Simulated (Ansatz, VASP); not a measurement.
This is a calculation of NiO for Ansatz 0.2.0.

input.yaml

```yaml
crystal:
  lattice:
    - [0.0, 2.0859016414, 2.0859016414]
    - [2.0859016414, 0.0, 2.0859016414]
    - [2.0859016414, 2.0859016414, 0.0]
  atoms:
    - { symbol: Ni, position: [0.0, 0.0, 0.0], spin: 1.0 }
    - { symbol: O, position: [0.5, 0.5, 0.5] }
kpoints:
  mp_grid: { grid: [11, 11, 11] }
scf:
  occupations: { method: fermi_dirac, width: 0.05 }
hamiltonian:
  xc: pbe
  pseudopotentials: { kind: all_electron, lapw: { basis_error: 0.001 } }
magnetization:
  spin_polarized: true
output:
  forces: true
  stress: true
relax:
  f_tol: 0.02
  max_steps: 60
  cell: {}
```

Potentials or basis: all-electron LAPW, scalar-relativistic.

Command:

```console
$ ansatz run input.yaml --threads 2 --pin off --max-ram 6144MiB --backend cpu --events-out ev --progress --plain --runs-dir out
```

Translate it to VASP 6.6.1. Potentials there: VASP PAW PBE potentials, release 64 (Ni, O).

As run (the cutoff follows the program's own potentials):

The input INCAR:

```
  PREC = Accurate
  ENCUT = 600
  EDIFF = 1E-6
  ISMEAR = -1
  SIGMA = 0.05
  LREAL = False
  LASPH = True
  NELM = 150
  ALGO = Normal
  ISIF = 3
  LWAVE = False
  LCHARG = False
  ISPIN = 2
  MAGMOM = 1 0
  LORBIT = 11
  LMAXMIX = 4
  GGA = PE
  IBRION = 2
  NSW = 80
  EDIFFG = -0.02
```

Contents of KPOINTS:

```
regular mesh
0
Gamma
  11 11 11
```

POSCAR

```
NiO
1.0
    0.0000000000      2.0859016414      2.0859016414
    2.0859016414      0.0000000000      2.0859016414
    2.0859016414      2.0859016414      0.0000000000
Ni O
1 1
Direct
    0.0000000000      0.0000000000      0.0000000000
    0.5000000000      0.5000000000      0.5000000000
```

Potentials or basis: VASP PAW PBE potentials, release 64 (Ni, O).

Command:

```bash
$ cat potpaw_PBE.64/Ni/POTCAR potpaw_PBE.64/O/POTCAR > POTCAR
$ mpirun -np 1 vasp_std > vasp.out
```

Both were run:

|  | VASP | Ansatz | Ansatz less VASP |
| --- | --- | --- | --- |
| net moment per atom (μB) | 0.89 | 0.92 | +0.038 |
| size of the moment on the site where the two differ most (μB) | 1.46 | 1.53 | +0.072 |
| relaxed volume (Å³/atom) | 9.34 | 9.39 | +0.052 |
| relaxed cell length with the largest relative difference (Å) | 2.978 | 2.984 | +0.0055 |

Site moments also hang on the region over which each program counts them. Ansatz ran all-electron here, and VASP with PAW potentials.
